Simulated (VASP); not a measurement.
# Rh (Fm-3m) in VASP: further runs

Rh is run at these levels: PBE+D3(BJ); tasks: single point, relaxation of cell and atoms.

Program: VASP 6.6.1. These are calculated values, not measurements. Logs are shortened: lines on timing, memory, paths and dates and some standing lists are left out, and cuts for length are marked.

## Step 1: The cell of the first run

Symmetry: Fm-3m, No. 225, cubic system. The conventional cell has a = 3.793 Å, b = 3.793 Å, c = 3.793 Å, α = 90.00°, β = 90.00°, γ = 90.00°. Within 3.5 Å of Rh (site symmetry m-3m) lie 12 Rh at 2.68 Å.

## Step 2: Single point, PBE+D3(BJ)

File INCAR:

```
ALGO = Normal
EDIFF = 1E-7
ENCUT = 520
GGA = PE
ISIF = 2
ISMEAR = 0
IVDW = 12
LASPH = T
LCHARG = F
LREAL = F
LWAVE = F
NBANDS = 14
NELM = 60
PREC = Accurate
SIGMA = 0.1
```

File KPOINTS:

```
k-points
0
Gamma
  18 18 18
```

File POSCAR:

```
Rh
1.0
    0.0000000000      1.8966857389      1.8966857389
    1.8966857389      0.0000000000      1.8966857389
    1.8966857389      1.8966857389      0.0000000000
Rh
1
Direct
    0.0000000000      0.0000000000      0.0000000000
```

Potentials or basis: VASP PAW PBE potentials, release 64 (Rh_pv).

Started as:

```bash
cat potpaw_PBE.64/Rh_pv/POTCAR > POTCAR
mpirun -np 1 vasp_std > vasp.out
```

OUTCAR:

```text
EDIFF = 1E-7
   ENCUT = 520
   GGA = PE
   ISIF = 2
   ISMEAR = 0
   IVDW = 12
   LASPH = T
   LREAL = F
   NELM = 60
   PREC = Accurate
 IVDW          = 12

 ion  position               nearest neighbor table
   1  0.000  0.000  0.000-

  LATTYP: Found a face centered cubic cell.
 ALAT       =     3.7933714778

  Lattice vectors:

 A1 = (   0.0000000000,   1.8966857389,   1.8966857389)
 A2 = (   1.8966857389,   0.0000000000,   1.8966857389)
 A3 = (   1.8966857389,   1.8966857389,   0.0000000000)

Analysis of symmetry for initial positions (statically):
=====================================================================
 Subroutine PRICEL returns:
 Original cell was already a primitive cell.

 Routine SETGRP: Setting up the symmetry group for a
 face centered cubic supercell.

 Subroutine GETGRP returns: Found 48 space group operations
 (whereof 48 operations were pure point group operations)
 out of a pool of 48 trial point group operations.

The static configuration has the point symmetry O_h .

Analysis of symmetry for dynamics (positions and initial velocities):
=====================================================================
 Subroutine PRICEL returns:
 Original cell was already a primitive cell.

 Routine SETGRP: Setting up the symmetry group for a
 face centered cubic supercell.

 Subroutine GETGRP returns: Found 48 space group operations
 (whereof 48 operations were pure point group operations)
 out of a pool of 48 trial point group operations.

The dynamic configuration has the point symmetry O_h .

 Subroutine INISYM returns: Found 48 space group operations
 (whereof 48 operations are pure point group operations),
 and found     1 'primitive' translations

----------------------------------------------------------------------------------------

                                     Primitive cell

  volume of cell :      13.6463

  direct lattice vectors                    reciprocal lattice vectors
     0.000000000  1.896685739  1.896685739    -0.263617736  0.263617736  0.263617736
     1.896685739  0.000000000  1.896685739     0.263617736 -0.263617736  0.263617736
     1.896685739  1.896685739  0.000000000     0.263617736  0.263617736 -0.263617736

  length of vectors
     2.682318696  2.682318696  2.682318696     0.456599312  0.456599312  0.456599312

  position of ions in fractional coordinates (direct lattice)
     0.000000000  0.000000000  0.000000000

  ion indices of the primitive-cell ions
   primitive index   ion index
                 1           1

----------------------------------------------------------------------------------------

 KPOINTS: k-points

Automatic generation of k-mesh.
 Grid dimensions read from file:
 generate k-points for:   18   18   18

 Generating k-lattice:

  Cartesian coordinates                     Fractional coordinates (reciprocal lattice)
    -0.014645430  0.014645430  0.014645430     0.055555556  0.000000000  0.000000000
     0.014645430 -0.014645430  0.014645430     0.000000000  0.055555556  0.000000000
     0.014645430  0.014645430 -0.014645430     0.000000000  0.000000000  0.055555556

  Length of vectors
     0.025366628  0.025366628  0.025366628

  Shift w.r.t. Gamma in fractional coordinates (k-lattice)
     0.000000000  0.000000000  0.000000000

 Subroutine IBZKPT returns following result:
 ===========================================

 Found    195 irreducible k-points:

 Following reciprocal coordinates:
            Coordinates               Weight
  0.000000  0.000000  0.000000      1.000000
  0.055556  0.000000  0.000000      8.000000
  0.111111  0.000000  0.000000      8.000000
  0.166667  0.000000  0.000000      8.000000
  0.222222  0.000000  0.000000      8.000000
  0.277778  0.000000  0.000000      8.000000
[... 16 lines left out ...]
 -0.277778  0.055556  0.000000     24.000000
 -0.222222  0.055556  0.000000     24.000000
 [... further k-points ...]
   k-points           NKPTS =    195   k-points in BZ     NKDIM =    195   number of bands    NBANDS=     14
   number of dos      NEDOS =    301   number of ions     NIONS =      1
   total plane-waves  NPLWV =   8000
   dimension x,y,z NGX =    20 NGY =   20 NGZ =   20
   dimension x,y,z NGXF=    40 NGYF=   40 NGZF=   40
   ions per type =               1
   NGX,Y,Z   is equivalent  to a cutoff of  12.40, 12.40, 12.40 a.u.
   NGXF,Y,Z  is equivalent  to a cutoff of  24.79, 24.79, 24.79 a.u.
 SYSTEM =  unknown system
   PREC   = accura    normal or accurate (medium, high low for compatibility)
   ISTART =      0    job   : 0-new  1-cont  2-samecut
   ICHARG =      2    charge: 1-file 2-atom 10-const
   ISPIN  =      1    spin polarized calculation?
   LNONCOLLINEAR =      F non collinear calculations
   LSORBIT =      F    spin-orbit coupling
   LASPH  =      T    aspherical Exc in radial PAW
   ENCUT  =  520.0 eV  38.22 Ry    6.18 a.u.   4.99  4.99  4.99*2*pi/ulx,y,z
   NELM   =     60;   NELMIN=  2; NELMDL= -5     # of ELM steps
   EDIFF  = 0.1E-06   stopping-criterion for ELM
   LREAL  =      F    real-space projection
   EDIFFG = 0.1E-05   stopping-criterion for IOM
   NSW    =      0    number of steps for IOM
   IBRION =     -1    ionic relax: 0-MD 1-quasi-New 2-CG
   NFREE  =      0    steps in history (QN), initial steepest desc. (CG)
   ISIF   =      2    stress and relaxation
   ISYM   =      2    0-nonsym 1-usesym 2-fastsym
   POTIM  = 0.5000    time-step for ionic-motion
   TEBEG  =    0.0;   TEEND  =   0.0 temperature during run
   PSTRESS=    0.0 pullay stress
   NELECT =      15.0000    total number of electrons
   NUPDOWN=      -1.0000    fix difference up-down
   EMIN   =  10.00;   EMAX   =-10.00  energy-range for DOS
   EFERMI =   0.00;   METHOD = LEGACY
   ISMEAR =     0;   SIGMA  =   0.10  broadening in eV -4-tet -1-fermi 0-gaus
   EFERMI_NEDOS =   21; number of points for ismear=-14 and -15
   IALGO  =     38    algorithm
   IMIX   =      4    mixing-type and parameters
     AMIX     =   0.40;   BMIX     =  1.00
     AMIX_MAG =   1.60;   BMIX_MAG =  1.00
  volume/ion in A,a.u.               =      13.65        92.09
  Fermi-wavevector in a.u.,A,eV,Ry     =   1.689532  3.192753 38.838102  2.854520
  Thomas-Fermi vector in A             =   2.771642
   LORBIT       =      0    0 simple, 1 ext, 2 COOP (PROOUT), +10 PAW based schemes
   GGA     = PE    functional components
   LHFCALC =     F    Hartree Fock is set to
   AEXX    =    0.0000 exact exchange contribution
   IVDW    =    12    specifies the selected vdW correction
   LEPSILON=     F    determine dielectric tensor
   LRPA    =     F    only Hartree local field effects (RPA)
 non-spin polarized calculation
 Gauss-broadening in eV      SIGMA  =   0.10
  energy-cutoff  :      520.00
  volume of cell :       13.65
 maximum number of plane-waves:       378
   NGX =  9   NGY =  9   NGZ =  9

 number of electron      15.0000007 magnetization

 Free energy of the ion-electron system (eV)
  ---------------------------------------------------
  ext. energy  EPLUGINS =         0.00000000
  ---------------------------------------------------
  free energy    TOTEN  =        -7.25170742 eV

  energy without entropy =       -7.24490188  energy(sigma->0) =       -7.24830465

 E-fermi :  12.0451     XC(G=0): -14.0809

 val. band max:       12.0442309229   @ k =   0.5000   0.3889   0.0556
 cond. band min:      12.0529541474   @ k =  -0.4444   0.3333   0.1667
 fundamental gap:      0.0087232246
 Fermi energy:        12.0450718477

 k-point     1 :       0.0000    0.0000    0.0000
  band No.  band energies     occupation
      1     -34.3570      2.00000
      2     -34.3570      2.00000
      3     -34.3570      2.00000
      4       4.0274      2.00000
      5       8.9248      2.00000
      6       8.9248      2.00000
      7       8.9248      2.00000
      8      11.0345      2.00000
      9      11.0345      2.00000
     10      28.0329      0.00000
     11      32.5386      0.00000
     12      33.5360      0.00000
     13      33.5360      0.00000
     14      33.5360      0.00000

 k-point     2 :       0.0556    0.0000    0.0000
  band No.  band energies     occupation
      1     -34.3805      2.00000
      2     -34.3602      2.00000
      3     -34.3602      2.00000
      4       4.1531      2.00000
      5       8.8685      2.00000
      6       8.9742      2.00000
      7       8.9742      2.00000
      8      11.0065      2.00000
      9      11.0065      2.00000
     10      28.2168      0.00000
     11      32.5365      0.00000
     12      32.8347      0.00000
     13      33.7204      0.00000
     14      33.7204      0.00000

 k-point     3 :       0.1111    0.0000    0.0000
  band No.  band energies     occupation
      1     -34.4478      2.00000
      2     -34.3693      2.00000
      3     -34.3693      2.00000
      4       4.5134      2.00000
      5       8.7280      2.00000
      6       9.1034      2.00000
      7       9.1034      2.00000
      8      10.9461      2.00000
      9      10.9461      2.00000
     10      28.7088      0.00000
     11      31.3726      0.00000
     12      32.5398      0.00000
     13      34.2557      0.00000
     14      34.2557      0.00000
[... 324 lines left out ...]
 k-point    23 :      -0.2778    0.0556    0.0000
  band No.  band energies     occupation
      1     -34.8452      2.00000
      2     -34.4496      2.00000
      3     -34.4167      2.00000
      4       6.1150      2.00000
      5       9.0665      2.00000
      6       9.2664      2.00000
      7       9.2848      2.00000
      8      11.2158      2.00000
      9      11.9860      1.59663
     10      25.8126      0.00000
     11      29.3242      0.00000
     12      32.5386      0.00000
     13      34.7916      0.00000
     14      37.2251      0.00000

 k-point    24 :      -0.2222    0.0556    0.0000
  band No.  band energies     occupation
      1     -34.7199      2.00000
      2     -34.4310      2.00000
      3     -34.3983      2.00000
      4       5.8643      2.00000
      5       8.5837      2.00000
      6       9.3199      2.00000
      7       9.3724      2.00000
      8      10.8391      2.00000
      9      11.5295      2.00000
     10      27.5624      0.00000
     11      29.7730      0.00000
     12      32.5386      0.00000
     13      35.0416      0.00000
     14      36.8818      0.00000

 [... further k-points ...]

------------------------ aborting loop because EDIFF is reached ----------------------------------------

 Edisp (eV)   -0.65238

 E8    (eV) :    -0.2928

  FORCE on cell =-STRESS in cart. coord.  units (eV):
  Direction    XX          YY          ZZ          XY          YZ          ZX
  --------------------------------------------------------------------------------------
  -------------------------------------------------------------------------------------
  Total       0.00427     0.00427     0.00427     0.00000     0.00000     0.00000
  in kB       0.50089     0.50089     0.50089     0.00000     0.00000     0.00000
  external pressure =        0.50 kB  Pullay stress =        0.00 kB

 VOLUME and BASIS-vectors are now :
 -----------------------------------------------------------------------------
  energy-cutoff  :      520.00
  volume of cell :       13.65
      direct lattice vectors                 reciprocal lattice vectors
     0.000000000  1.896685739  1.896685739    -0.263617736  0.263617736  0.263617736
     1.896685739  0.000000000  1.896685739     0.263617736 -0.263617736  0.263617736
     1.896685739  1.896685739  0.000000000     0.263617736  0.263617736 -0.263617736

 POSITION                                       TOTAL-FORCE (eV/Angst)
 -----------------------------------------------------------------------------------
      0.00000      0.00000      0.00000        -0.000000     -0.000000      0.000000
 -----------------------------------------------------------------------------------
    total drift:                                0.000000      0.000000      0.000000

  FREE ENERGIE OF THE ION-ELECTRON SYSTEM (eV)
  ---------------------------------------------------
  free  energy   TOTEN  =        -7.9040829795 eV

  energy  without entropy=       -7.8972774402  energy(sigma->0) =       -7.90068021
```

It took 26 s on 1 thread of Intel Xeon Platinum 8259CL at 2.50GHz (Skylake/Cascade Lake), shared host; peak memory 0.16 GiB.

Results:

```
Free energy                : -7.9041 eV
Pressure                   : 0.1 GPa
Dispersion energy per atom : -0.652 eV
```

Caveat: pairwise dispersion overbinds metals, which lowers pressure and volume.

## Step 3: Single point, PBE+D3(BJ)

File INCAR:

```
SYSTEM = Rh
  PREC = Accurate
  ENCUT = 520
  EDIFF = 1E-7
  ISMEAR = 0
  SIGMA = 0.1
  LREAL = .FALSE.
  LASPH = .TRUE.
  NELM = 80
  ALGO = Fast
  ISIF = 2
  LWAVE = .FALSE.
  LCHARG = .FALSE.
  GGA = PE
  IVDW = 12
  NBANDS = 14
```

File KPOINTS:

```
Automatic mesh
0
G
  8 8 8
  0 0 0
```

File POSCAR:

```
Rh
1.0
    0.0000000000      1.8978500000      1.8978500000
    1.8978500000      0.0000000000      1.8978500000
    1.8978500000      1.8978500000      0.0000000000
Rh
1
Direct
    0.0000000000      0.0000000000      0.0000000000
```

Potentials or basis: VASP PAW PBE potentials, release 64 (Rh_pv).

Started as:

```bash
cat potpaw_PBE.64/Rh_pv/POTCAR > POTCAR
mpirun -np 1 vasp_std > vasp.out
```

Run time: 9.8 s. Hardware: 1 thread of Intel Xeon Platinum 8259CL at 2.50GHz (Skylake/Cascade Lake), shared host; peak memory 0.13 GiB.

It converged, with:

| Item | Value |
| --- | --- |
| Free energy | -7.8727 eV |
| Pressure | 0.5 GPa |
| Dispersion energy per atom | -0.651 eV |

Levels at points of the mesh, in eV from the Fermi level:
```
           k point  band 3  band 4  band 5  band 6  band 7  band 8  band 9  band 10  band 11  band 12
(0.00, 0.00, 0.00)  -46.39   -8.03   -3.12   -3.12   -3.12   -1.01   -1.01    15.95    20.55    21.45
(0.50, 0.00, 0.00)  -46.49   -6.19   -3.20   -3.20    0.57    0.57    0.70     8.68    15.46    20.55
(0.50, 0.50, 0.00)  -46.66   -6.39   -6.02    0.54    0.99    0.99    3.24    12.33    13.33    13.33
```

Caveat: pairwise dispersion overbinds metals, which lowers pressure and volume.

## Step 4: Single point, PBE+D3(BJ)

File INCAR:

```
ALGO = Normal
EDIFF = 1E-7
ENCUT = 520
GGA = PE
ISIF = 2
ISMEAR = 0
IVDW = 12
LASPH = T
LCHARG = F
LREAL = F
LWAVE = F
NBANDS = 14
NELM = 60
PREC = Accurate
SIGMA = 0.1
```

File KPOINTS:

```
k-points
0
Gamma
  18 18 18
```

File POSCAR:

```
Rh
1.0
    0.0000000000      1.8966857387      1.8966857387
    1.8966857387      0.0000000000      1.8966857387
    1.8966857387      1.8966857387      0.0000000000
Rh
1
Direct
    0.0000000000      0.0000000000      0.0000000000
```

Started as:

```bash
cat potpaw_PBE.64/Rh_pv/POTCAR > POTCAR
mpirun -np 1 vasp_std > vasp.out
```

It took 41 s on 1 thread of Intel Xeon Platinum 8259CL at 2.50GHz (Skylake/Cascade Lake), shared host; peak memory 0.16 GiB.

Results (log left out):

```yaml
Free_energy: -7.9041 eV
Pressure: 0.1 GPa
Dispersion_energy_per_atom: -0.652 eV
```

Levels at points of the mesh, in eV from the Fermi level:
```csv
k point,band 5,band 6,band 7,band 8,band 9,band 10
"(0.00, 0.00, 0.00)",-3.12,-3.12,-3.12,-1.01,-1.01,15.99
"(0.50, 0.00, 0.00)",-3.20,-3.20,0.57,0.57,0.72,8.71
"(0.50, 0.50, 0.00)",-6.02,0.54,0.99,0.99,3.27,12.37
```

Caveat: pairwise dispersion overbinds metals, which lowers pressure and volume.

## Step 5: Relaxation of cell and atoms, PBE+D3(BJ)

File INCAR:

```
SYSTEM = Rh
ALGO = Normal
EDIFF = 1E-6
EDIFFG = -0.005
ENCUT = 600
GGA = PE
IBRION = 2
ISIF = 3
ISMEAR = 0
IVDW = 12
LASPH = .TRUE.
LCHARG = .FALSE.
LREAL = .FALSE.
LWAVE = .FALSE.
NELM = 60
NSW = 100
PREC = Accurate
SIGMA = 0.1
```

File KPOINTS:

```
k-points
0
G
  18 18 18
  0 0 0
```

File POSCAR:

```
Rh
1.0
    0.0000000000      1.8978500000      1.8978500000
    1.8978500000      0.0000000000      1.8978500000
    1.8978500000      1.8978500000      0.0000000000
Rh
1
Direct
    0.0000000000      0.0000000000      0.0000000000
```

Started as:

```bash
cat potpaw_PBE.64/Rh_pv/POTCAR > POTCAR
mpirun -np 1 vasp_std > vasp.out
```

Wall time 73 s (1 thread of Intel Xeon Platinum 8259CL at 2.50GHz (Skylake/Cascade Lake), shared host); peak memory 0.18 GiB.

It converged, with:

```
Free energy                            : -7.9043 eV
Relaxed volume                         : 13.64 Å³/atom
Relaxed cell                           : a = 2.682 Å, b = 2.682 Å, c = 2.682 Å, α = 60.00°, β = 60.00°, γ = 60.00°
Space group after relaxing (to 0.05 Å) : Fm-3m (No. 225)
Energy gained by relaxing              : 0.1 meV/atom
Ionic steps                            : 3
Pressure after relaxing                : 0.0 GPa
Dispersion energy per atom             : -0.653 eV
```

Final structure:
```cif
data_structure
_symmetry_space_group_name_H-M 'P 1'
_symmetry_Int_Tables_number 1
_cell_length_a 2.6820
_cell_length_b 2.6820
_cell_length_c 2.6820
_cell_angle_alpha 60.000
_cell_angle_beta 60.000
_cell_angle_gamma 60.000
_cell_volume 13.64
loop_
_atom_site_label
_atom_site_type_symbol
_atom_site_fract_x
_atom_site_fract_y
_atom_site_fract_z
_atom_site_occupancy
Rh1 Rh 0.00000 0.00000 0.00000 1
```

Levels at points of the mesh, in eV from the Fermi level:
```csv
k point,band 3,band 4,band 5,band 6,band 7,band 8,band 9,band 10,band 11
"(0.00, 0.00, 0.00)",-46.40,-8.02,-3.12,-3.12,-3.12,-1.01,-1.01,15.99,20.50
"(0.50, 0.00, 0.00)",-46.51,-6.19,-3.20,-3.20,0.57,0.57,0.72,8.72,15.50
"(0.50, 0.50, 0.00)",-46.68,-6.40,-6.02,0.54,0.99,0.99,3.27,12.37,13.37
```

Caveat: pairwise dispersion overbinds metals, which lowers pressure and volume.

## Step 6: Overview

```csv
task,cell,k mesh,cutoff (eV),gap on the mesh (eV),pressure (GPa)
single point,"a = 2.682 Å, angles 60.0°, 1 atom",18 × 18 × 18,520,none,0.1
single point,"a = 2.684 Å, angles 60.0°, 1 atom",8 × 8 × 8,520,none,0.5
relaxation of cell and atoms,"relaxed from a = 2.684 Å, angles 60.0°, 1 atom",18 × 18 × 18,600,none,0.0
```

Alike in all rows: level PBE+D3(BJ); potentials or basis VASP PAW PBE potentials, release 64 (Rh_pv); no spin polarisation; smearing gaussian 0.1 eV.

Caveats: pairwise dispersion overbinds metals, which lowers pressure and volume.

Total energies depend on the potentials used, so only differences within one code and one set of settings carry meaning.
